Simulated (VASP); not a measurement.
# Al36O (a cell with a defect) in VASP: notebook

Al36O (a cell with a defect) is run at these levels: PBE; tasks: single point.

Everything below comes from runs of VASP 6.6.1. Logs are shortened: lines on timing, memory, paths and dates and some standing lists are left out, and cuts for length are marked.

**1. The cell of the first run**

The cell holds a defect, 37 atoms: a = 8.568 Å, b = 8.568 Å, c = 11.424 Å, α = 60.00°, β = 60.00°, γ = 60.00°.

**2. Single point, PBE**

The input, INCAR:

```
SYSTEM = Al36O
PREC     = Accurate       ! precision mode
ENCUT    = 520            ! plane-wave cutoff, eV
EDIFF    = 1E-6           ! SCF threshold, eV
ISMEAR   = 1              ! smearing method
SIGMA    = 0.1            ! smearing width, eV
LREAL    = Auto         
LASPH    = .TRUE.         ! aspherical terms in the spheres
NELM     = 100            ! most SCF steps
ALGO     = Normal         ! electronic algorithm
ISIF     = 2              ! what is computed and relaxed
LWAVE    = .FALSE.        ! write WAVECAR
LCHARG   = .FALSE.        ! write CHGCAR
GGA      = PE             ! functional
NBANDS   = 81             ! bands
```

The input, KPOINTS:

```
Automatic mesh
0
G
  2 2 2
  0 0 0
```

The input, POSCAR:

```
Al36O
1.0
    0.0000000000      6.0583944000      6.0583944000
    6.0583944000      0.0000000000      6.0583944000
    8.0778592000      8.0778592000      0.0000000000
Al O
36 1
Direct
    0.0001090223      0.0018768174     -0.0022517724
    0.0042512089      0.0015234234      0.2457997163
    0.0065079124     -0.0027486656      0.4979946296
   -0.0049196203      0.0061498142      0.7474288485
    0.0044180022      0.3366755060     -0.0094692168
    0.0082531768      0.3353754916      0.2431045097
    0.0076904039      0.3347866392      0.4977751407
   -0.0140374651      0.3260869745      0.7565165904
    0.0028292975      0.6734112589     -0.0038434688
    0.0054669600      0.6698580073      0.2466053134
    0.0150284868      0.6594767914      0.5012992180
   -0.0152150874      0.6833168537      0.7557148310
    0.3332496808      0.0086755659     -0.0080308406
    0.3372404246      0.0076854521      0.2386665145
    0.3378550264      0.0031896240      0.4938646368
    0.3286449954      0.0102543671      0.7424964773
    0.3364213132      0.3403759914     -0.0111627348
    0.3365593861      0.3404617402      0.2383210022
    0.3613536616      0.3131303238      0.4776936444
    0.3242541456      0.3479295603      0.7361374286
    0.3355444307      0.6734362656     -0.0102885552
    0.3413504245      0.6786713160      0.2297698504
    0.3628302905      0.6926434172      0.4757187399
    0.3303172207      0.6734994011      0.7417950538
    0.6670443905      0.0056784022     -0.0057396395
    0.6680466363      0.0030674794      0.2464089743
    0.6782404262     -0.0037980360      0.4938725597
    0.6576740035      0.0111187050      0.7456836460
    0.6669175417      0.3354349958     -0.0047135632
    0.6772468461      0.3362423054      0.2389747645
    0.6910489353      0.3296759617      0.4894753551
    0.6610830751      0.3393955336      0.7437270013
    0.6668747911      0.6735168150     -0.0061270565
    0.6752049685      0.6695638699      0.2396030869
    0.6797586502      0.6683389579      0.4934069660
    0.6697619422      0.6698925049      0.7422280893
    0.2639465004      0.5037266970      0.5503199412
```

Potentials or basis: VASP PAW PBE potentials, release 64 (Al, O).

Launch:

```
$ cat potpaw_PBE.64/Al/POTCAR potpaw_PBE.64/O/POTCAR > POTCAR
$ mpirun -np 1 vasp_std > vasp.out
```

OUTCAR:

```text
SYSTEM = Al36O
   PREC = Accurate
   ENCUT = 520
   EDIFF = 1E-6
   ISMEAR = 1
   LREAL = Auto
   LASPH = .TRUE.
   NELM = 100
   ISIF = 2
   GGA = PE

 ion  position               nearest neighbor table
   1  0.000  0.002  0.998-   8 2.77   9 2.81  26 2.84  10 2.84  21 2.84   5 2.85   2 2.85  13 2.85
                            29 2.86  25 2.86   4 2.86  16 2.87
   2  0.004  0.002  0.246-  27 2.81  22 2.83  10 2.83  30 2.84  14 2.84   1 2.85  13 2.86   6 2.86
                            26 2.87   3 2.87   5 2.89  11 2.93
   3  0.007  0.997  0.498-  31 2.78  12 2.82  11 2.84   4 2.84  27 2.84  15 2.84  23 2.85   2 2.87
                             7 2.90  14 2.90   6 2.90  28 2.91
   4  0.995  0.006  0.747-   8 2.76  12 2.76  25 2.82   7 2.84   3 2.84   9 2.85  16 2.85  32 2.86
                            24 2.86   1 2.86  28 2.88  15 2.92
   5  0.004  0.337  0.991-   8 2.80  13 2.81  30 2.82  20 2.83  12 2.83   1 2.85  17 2.85  29 2.87
                            33 2.89   2 2.89   6 2.90   9 2.91
   6  0.008  0.335  0.243-  31 2.77  18 2.81  14 2.81  30 2.86  34 2.86  17 2.86   9 2.86   2 2.86
                            10 2.87   5 2.90   7 2.90   3 2.90
   7  0.008  0.335  0.498-  31 2.78   8 2.83  35 2.83  11 2.83   4 2.84  15 2.84  19 2.84  10 2.87
                            32 2.89  18 2.89   3 2.90   6 2.90
   8  0.986  0.326  0.757-  29 2.73   4 2.76   1 2.77  32 2.80   5 2.80  16 2.83   7 2.83  36 2.83
                            20 2.88  11 2.89  12 3.05  19 3.20
   9  0.003  0.673  0.996-  12 2.78  34 2.79   1 2.81  21 2.81   4 2.85  17 2.86  24 2.86  10 2.86
[... 40 lines left out ...]
                             5 2.87  36 2.88  32 2.88  33 2.89
  30  0.677  0.336  0.239-  19 2.72   5 2.82  29 2.83   2 2.84  33 2.85  34 2.85  26 2.85   6 2.86
                            31 2.89  18 2.90  22 2.91  27 2.91
  31  0.691  0.330  0.489-   6 2.77   3 2.78   7 2.78  32 2.83  28 2.84  35 2.88  34 2.89  27 2.89
                            30 2.89  23 2.97  19 2.97  20 2.99
  32  0.661  0.339  0.744-  17 2.79   8 2.80  28 2.82  31 2.83  35 2.84  24 2.85   4 2.86  36 2.86
                            25 2.86  29 2.88   7 2.89  20 2.89
  33  0.667  0.674  0.994-  12 2.72  22 2.74  34 2.83  30 2.85  25 2.85  21 2.86  28 2.86  13 2.87
                            36 2.88  29 2.89   5 2.89   9 2.89
  34  0.675  0.670  0.240-  23 2.69   9 2.79  33 2.83  25 2.84  30 2.85   6 2.86  26 2.87  10 2.87
                            22 2.88  31 2.89  14 2.90  35 2.91
  35  0.680  0.668  0.493-  23 2.72  10 2.81  27 2.81  36 2.81   7 2.83  32 2.84  26 2.85  31 2.88
                            11 2.88  15 2.90  34 2.91  24 2.92
  36  0.670  0.670  0.742-  35 2.81  27 2.82   8 2.83  12 2.84  21 2.85  11 2.86  32 2.86  33 2.88
                            29 2.88  28 2.89  24 2.90  16 2.92
  37  0.264  0.504  0.550-  23 1.83  19 1.83  20 2.03  11 2.06

  LATTYP: Found a base centered monoclinic cell.
 ALAT       =    14.8399749405
 B/A-ratio  =     0.5773502692
 C/A-ratio  =     0.7698003589
 COS(beta)  =    -0.5773502692

  Lattice vectors:

 A1 = (   0.0000000000,  -6.0583944000,  -6.0583944000)
 A2 = (  -6.0583944000,   0.0000000000,  -6.0583944000)
 A3 = (   8.0778592000,   8.0778592000,   0.0000000000)

Analysis of symmetry for initial positions (statically):
=====================================================================
 Subroutine PRICEL returns:
 Original cell was already a primitive cell.

 Routine SETGRP: Setting up the symmetry group for a
 base centered monoclinic supercell.

 Subroutine GETGRP returns: Found  1 space group operations
 (whereof  1 operations were pure point group operations)
 out of a pool of  4 trial point group operations.

The static configuration has the point symmetry C_1 .

Analysis of symmetry for dynamics (positions and initial velocities):
=====================================================================
 Subroutine PRICEL returns:
 Original cell was already a primitive cell.

 Routine SETGRP: Setting up the symmetry group for a
 base centered monoclinic supercell.

 Subroutine GETGRP returns: Found  1 space group operations
 (whereof  1 operations were pure point group operations)
 out of a pool of  4 trial point group operations.

The dynamic configuration has the point symmetry C_1 .

 Subroutine INISYM returns: Found  1 space group operations
 (whereof  1 operations are pure point group operations),
 and found     1 'primitive' translations

----------------------------------------------------------------------------------------

                                     Primitive cell

  volume of cell :     592.9818

  direct lattice vectors                    reciprocal lattice vectors
     0.000000000  6.058394400  6.058394400    -0.082530117  0.082530117  0.082530117
     6.058394400  0.000000000  6.058394400     0.082530117 -0.082530117  0.082530117
     8.077859200  8.077859200  0.000000000     0.061897588  0.061897588 -0.061897588
[... 97 lines left out ...]

  Length of vectors
     0.071473178  0.071473178  0.053604884

  Shift w.r.t. Gamma in fractional coordinates (k-lattice)
     0.000000000  0.000000000  0.000000000

 Subroutine IBZKPT returns following result:
 ===========================================

 Found      8 irreducible k-points:

 Following reciprocal coordinates:
            Coordinates               Weight
  0.000000  0.000000  0.000000      1.000000
  0.500000  0.000000  0.000000      1.000000
  0.000000  0.500000  0.000000      1.000000
  0.500000  0.500000  0.000000      1.000000
  0.000000  0.000000  0.500000      1.000000
  0.500000  0.000000  0.500000      1.000000
  0.000000  0.500000  0.500000      1.000000
  0.500000  0.500000  0.500000      1.000000
   k-points           NKPTS =      8   k-points in BZ     NKDIM =      8   number of bands    NBANDS=     81
   number of dos      NEDOS =    301   number of ions     NIONS =     37
   total plane-waves  NPLWV = 368640
   dimension x,y,z NGX =    64 NGY =   64 NGZ =   90
   dimension x,y,z NGXF=   128 NGYF=  128 NGZF=  180
   ions per type =              36   1
   NGX,Y,Z   is equivalent  to a cutoff of  12.42, 12.42, 13.10 a.u.
   NGXF,Y,Z  is equivalent  to a cutoff of  24.84, 24.84, 26.19 a.u.
 SYSTEM =  Al36O
   PREC   = accura    normal or accurate (medium, high low for compatibility)
   ISTART =      0    job   : 0-new  1-cont  2-samecut
   ICHARG =      2    charge: 1-file 2-atom 10-const
   ISPIN  =      1    spin polarized calculation?
   LNONCOLLINEAR =      F non collinear calculations
   LSORBIT =      F    spin-orbit coupling
   LASPH  =      T    aspherical Exc in radial PAW
   ENCUT  =  520.0 eV  38.22 Ry    6.18 a.u.  15.93 15.93 21.24*2*pi/ulx,y,z
   NELM   =    100;   NELMIN=  2; NELMDL= -5     # of ELM steps
   EDIFF  = 0.1E-05   stopping-criterion for ELM
   LREAL  =      T    real-space projection
   EDIFFG = 0.1E-04   stopping-criterion for IOM
   NSW    =      0    number of steps for IOM
   IBRION =     -1    ionic relax: 0-MD 1-quasi-New 2-CG
   NFREE  =      0    steps in history (QN), initial steepest desc. (CG)
   ISIF   =      2    stress and relaxation
   ISYM   =      2    0-nonsym 1-usesym 2-fastsym
   POTIM  = 0.5000    time-step for ionic-motion
   TEBEG  =    0.0;   TEEND  =   0.0 temperature during run
   PSTRESS=    0.0 pullay stress
   NELECT =     114.0000    total number of electrons
   NUPDOWN=      -1.0000    fix difference up-down
   EMIN   =  10.00;   EMAX   =-10.00  energy-range for DOS
   EFERMI =   0.00;   METHOD = LEGACY
   ISMEAR =     1;   SIGMA  =   0.10  broadening in eV -4-tet -1-fermi 0-gaus
   EFERMI_NEDOS =   21; number of points for ismear=-14 and -15
   IALGO  =     38    algorithm
   IMIX   =      4    mixing-type and parameters
     AMIX     =   0.40;   BMIX     =  1.00
     AMIX_MAG =   1.60;   BMIX_MAG =  1.00
  volume/ion in A,a.u.               =      16.03       108.15
  Fermi-wavevector in a.u.,A,eV,Ry     =   0.944850  1.785507 12.146474  0.892741
  Thomas-Fermi vector in A             =   2.072694
   LORBIT       =      0    0 simple, 1 ext, 2 COOP (PROOUT), +10 PAW based schemes
   GGA     = PE    functional components
   LHFCALC =     F    Hartree Fock is set to
   AEXX    =    0.0000 exact exchange contribution
   IVDW    =     0    specifies the selected vdW correction
   LEPSILON=     F    determine dielectric tensor
   LRPA    =     F    only Hartree local field effects (RPA)
 non-spin polarized calculation
 Methfessel and Paxton  Order N= 1 SIGMA  =   0.10
  energy-cutoff  :      520.00
  volume of cell :      592.98
 maximum number of plane-waves:     15989
 NGX is ok and might be reduce to    64
   NGX = 31   NGY = 31   NGZ = 43

 number of electron     113.9999999 magnetization

 Free energy of the ion-electron system (eV)
  ---------------------------------------------------
  ext. energy  EPLUGINS =         0.00000000
  ---------------------------------------------------
  free energy    TOTEN  =      -143.74371837 eV

  energy without entropy =     -143.73926107  energy(sigma->0) =     -143.74223260

 E-fermi :   8.2303     XC(G=0): -10.2595

 val. band max:        8.2054126085   @ k =   0.0000   0.0000   0.5000
 cond. band min:       8.2614055465   @ k =   0.0000   0.5000   0.0000
 fundamental gap:      0.0559929380
 Fermi energy:         8.2303038676

 k-point     1 :       0.0000    0.0000    0.0000
  band No.  band energies     occupation
      1     -12.9250      2.00000
      2      -2.9532      2.00000
      3      -1.4864      2.00000
      4      -1.2543      2.00000
      5      -0.9613      2.00000
      6      -0.6803      2.00000
[... 565 lines left out ...]
     68       9.8733     -0.00000
     69       9.9634     -0.00000
 [bands above 69 left out]

------------------------ aborting loop because EDIFF is reached ----------------------------------------

  FORCE on cell =-STRESS in cart. coord.  units (eV):
  Direction    XX          YY          ZZ          XY          YZ          ZX
  --------------------------------------------------------------------------------------
  -------------------------------------------------------------------------------------
  Total        5.6331509      4.3102023      8.1209128      4.1735421      0.3575291     -0.9564469
  in kB       15.2202087     11.6457343     21.9418919     11.2764923      0.9660077     -2.5842236
  external PRESSURE =      16.2692783 kB  Pullay stress =       0.0000000 kB

 VOLUME and BASIS-vectors are now :
 -----------------------------------------------------------------------------
  energy-cutoff  :      520.00
  volume of cell :      592.98
      direct lattice vectors                 reciprocal lattice vectors
     0.000000000  6.058394400  6.058394400    -0.082530117  0.082530117  0.082530117
     6.058394400  0.000000000  6.058394400     0.082530117 -0.082530117  0.082530117
     8.077859200  8.077859200  0.000000000     0.061897588  0.061897588 -0.061897588

 POSITION                                       TOTAL-FORCE (eV/Angst)
 -----------------------------------------------------------------------------------
      8.07104      8.06033      0.01203        -0.000152     -0.000236      0.001401
      1.99476      2.01129      0.03498         0.000122     -0.003316     -0.001989
     10.06447      4.06216      6.08117        -0.002832     -0.001849      0.001920
      6.07488     12.06621      6.06585         0.000746     -0.002630     -0.004805
     10.04108      8.02813      2.06648         0.002609      0.001621      0.000285
      3.99560      2.01377      2.08184        -0.003561      0.001744      0.001322
[... 29 lines left out ...]
     10.05409     10.05330      8.11616         0.003260      0.002690     -0.002304
      7.49718      6.04450      4.65087         0.001090     -0.010929      0.009985
 -----------------------------------------------------------------------------------
    total drift:                                0.013351     -0.008461      0.007226

  FREE ENERGIE OF THE ION-ELECTRON SYSTEM (eV)
  ---------------------------------------------------
  free  energy   TOTEN  =      -143.7437183664 eV

  energy  without entropy=     -143.7392610661  energy(sigma->0) =     -143.74223260
```

Wall time 27 min (1 thread of Intel Xeon 8259CL, shared host); peak memory 0.83 GiB.

Results:

| Item | Value |
| --- | --- |
| Free energy | -143.7437 eV |
| Pressure | 1.6 GPa |
| Largest force | 0.026 eV/Å |
| Band gap on the k mesh | zero (bands 57 and 58 overlap by 0.85 eV) |

Forces on the atoms (eV/Å):
```
Al   0.000  0.000  0.001
Al   0.000 -0.003 -0.002
Al  -0.003 -0.002  0.002
Al   0.001 -0.003 -0.005
Al   0.003  0.002  0.000
Al  -0.004  0.002  0.001
Al  -0.001  0.000  0.008
Al  -0.001 -0.005  0.000
Al   0.004  0.000  0.003
Al   0.003 -0.003 -0.003
Al  -0.004 -0.005 -0.004
Al   0.003 -0.004 -0.002
Al   0.003  0.002 -0.003
Al  -0.001  0.001 -0.004
Al  -0.002 -0.006  0.001
Al   0.002 -0.001  0.001
Al   0.000  0.002  0.003
Al   0.001 -0.001  0.000
Al  -0.020  0.005 -0.008
Al   0.006  0.019 -0.007
Al   0.000  0.005 -0.003
Al   0.002  0.001 -0.006
Al   0.008  0.017  0.018
Al   0.000  0.001  0.002
Al  -0.002  0.000  0.000
Al   0.001 -0.003 -0.001
Al  -0.001  0.001  0.002
Al   0.003 -0.003 -0.002
Al  -0.002  0.003  0.003
Al   0.002 -0.005 -0.003
Al  -0.001 -0.002  0.001
Al   0.001 -0.005 -0.002
Al  -0.002  0.002  0.000
Al  -0.001 -0.003 -0.002
Al  -0.001  0.000  0.002
Al   0.003  0.003 -0.002
O    0.001 -0.011  0.010
```

Caveat: the k points lie up to 0.45 Å⁻¹ apart, too coarse for converged energies and pressures of a metal.

**3. Single point, PBE**

The input, INCAR:

```
PREC = Accurate
ENCUT = 520
EDIFF = 1E-6
ISMEAR = 1
SIGMA = 0.1
LREAL = Auto
LASPH = True
NELM = 100
ALGO = Normal
ISIF = 2
LWAVE = False
LCHARG = False
GGA = PE
NBANDS = 81
```

The input, KPOINTS:

```
Automatic mesh
0
Gamma
  2 2 2
```

The input, POSCAR:

```
Al36O
1.0
    0.0000000000      6.0583944000      6.0583944000
    6.0583944000      0.0000000000      6.0583944000
    8.0778592000      8.0778592000      0.0000000000
Al O
36 1
Direct
    0.0066039774      0.0013884042     -0.0083549983
   -0.0087415900      0.0157911476      0.2384579815
   -0.0095682117      0.0170378475      0.4984417158
    0.0096008111     -0.0001015946      0.7452950529
    0.0077605545      0.3325976104     -0.0066728695
   -0.0011281867      0.3364637337      0.2479618610
   -0.0031567770      0.3428680708      0.4949801551
    0.0094188322      0.3397129444      0.7393728774
    0.0063472263      0.6650316460     -0.0047479164
   -0.0034989468      0.6749755348      0.2414727655
   -0.0278650561      0.6884116854      0.4936223078
    0.0081481159      0.6675695296      0.7419822940
    0.3432461413      0.0001522681     -0.0045570861
    0.3399410577      0.0084243442      0.2439318328
    0.3325072399      0.0073367624      0.4981058595
    0.3427323913     -0.0004519349      0.7471038861
    0.3442213997      0.3271178582      0.0005659915
    0.3336521802      0.3356155717      0.2504307701
    0.3232457101      0.3518688054      0.4970531054
    0.3431721117      0.3300602219      0.7492480186
    0.3389607649      0.6620217726     -0.0058066127
    0.3538452366      0.6745273962      0.2172023499
    0.3316752538      0.6772478365      0.5071037262
    0.3411869323      0.6629276232      0.7516631387
    0.6771472323     -0.0017006156     -0.0048871860
    0.6658315279      0.0056883058      0.2466644875
    0.6600730715      0.0114817550      0.4963687656
    0.6742094077     -0.0016100801      0.7474679059
    0.6767098227      0.3314714869     -0.0043926242
    0.6643652153      0.3373302174      0.2478663530
    0.6589763288      0.3411835486      0.4985361097
    0.6758491161      0.3316361345      0.7472542354
    0.6825103694      0.6647731617     -0.0106026854
    0.6673966290      0.6732125264      0.2458224328
    0.6608682492      0.6723328379      0.4969923838
    0.6719599668      0.6648039454      0.7478543944
    0.2310464469      0.6605585962      0.4035927613
```

Potentials or basis: VASP PAW PBE potentials, release 64 (Al, O).

Launch:

```
$ cat potpaw_PBE.64/Al/POTCAR potpaw_PBE.64/O/POTCAR > POTCAR
$ mpirun -np 1 vasp_std > vasp.out
```

Wall time 26 min (1 thread of Intel Xeon 8259CL, shared host); peak memory 0.82 GiB.

Results (log left out):

```
Free energy            : -144.1108 eV
Pressure               : 1.6 GPa
Largest force          : 1.439 eV/Å
Band gap on the k mesh : zero (bands 57 and 58 overlap by 0.74 eV)
```

Forces in eV/Å, atoms in the order of the input:
```
Al   0.044 -0.009 -0.010
Al   0.010  0.085  0.022
Al  -0.065  0.049  0.022
Al   0.062 -0.054 -0.017
Al   0.008 -0.037  0.018
Al   0.003  0.008  0.056
Al   0.013  0.039  0.032
Al   0.054 -0.021 -0.124
Al   0.057 -0.022  0.036
Al   0.027  0.037  0.039
Al  -0.038  0.154  0.084
Al   0.161 -0.042  0.005
Al   0.027 -0.081  0.022
Al   0.009 -0.042 -0.015
Al  -0.040 -0.047  0.000
Al   0.032 -0.095  0.001
Al   0.000 -0.097  0.029
Al  -0.016 -0.067  0.055
Al  -0.247  0.023  0.015
Al   0.013 -0.179  0.029
Al   0.027 -0.060  0.042
Al   0.078 -0.041  0.029
Al  -0.027 -0.130  0.272
Al   0.008 -0.101  0.010
Al   0.040 -0.056  0.002
Al   0.010 -0.004  0.017
Al  -0.046  0.029  0.018
Al   0.057 -0.091  0.002
Al   0.024 -0.047 -0.006
Al  -0.028 -0.007  0.070
Al  -0.062  0.055  0.098
Al   0.033 -0.086 -0.014
Al   0.067 -0.045 -0.002
Al  -0.010 -0.020  0.041
Al  -0.017  0.032  0.073
Al   0.009 -0.047  0.032
O   -0.276  1.014 -0.982
```

Stress tensor (GPa, compression positive):
```
 1.62  1.49 -0.15
 1.49  1.43  0.01
-0.15  0.01  1.66
```

Levels at points of the mesh, in eV from the Fermi level:
```tsv
k point	band 53	band 54	band 55	band 56	band 57	band 58	band 59	band 60
(0.00, 0.00, 0.00)	-0.95	-0.90	-0.65	-0.57	-0.16	0.23	0.27	0.30
(0.50, 0.00, 0.00)	-0.80	-0.67	-0.64	-0.38	-0.11	-0.01	0.46	0.62
(0.00, 0.50, 0.00)	-0.80	-0.66	-0.62	-0.43	-0.10	-0.04	0.48	0.57
(0.50, 0.50, 0.00)	-0.82	-0.71	-0.48	-0.29	0.14	0.19	0.41	0.49
(0.00, 0.00, 0.50)	-1.01	-0.92	-0.82	-0.73	-0.69	-0.49	-0.47	-0.22
(0.50, 0.00, 0.50)	-1.04	-0.79	-0.36	-0.15	0.23	0.46	0.49	0.62
(0.00, 0.50, 0.50)	-1.04	-0.79	-0.36	-0.19	0.23	0.45	0.51	0.61
(0.50, 0.50, 0.50)	-0.74	-0.49	-0.37	0.09	0.25	0.37	0.60	0.65
```

Caveat: the k points lie up to 0.45 Å⁻¹ apart, too coarse for converged energies and pressures of a metal.

The gap in the log of VASP goes by the Fermi energy; the results here count the filled bands.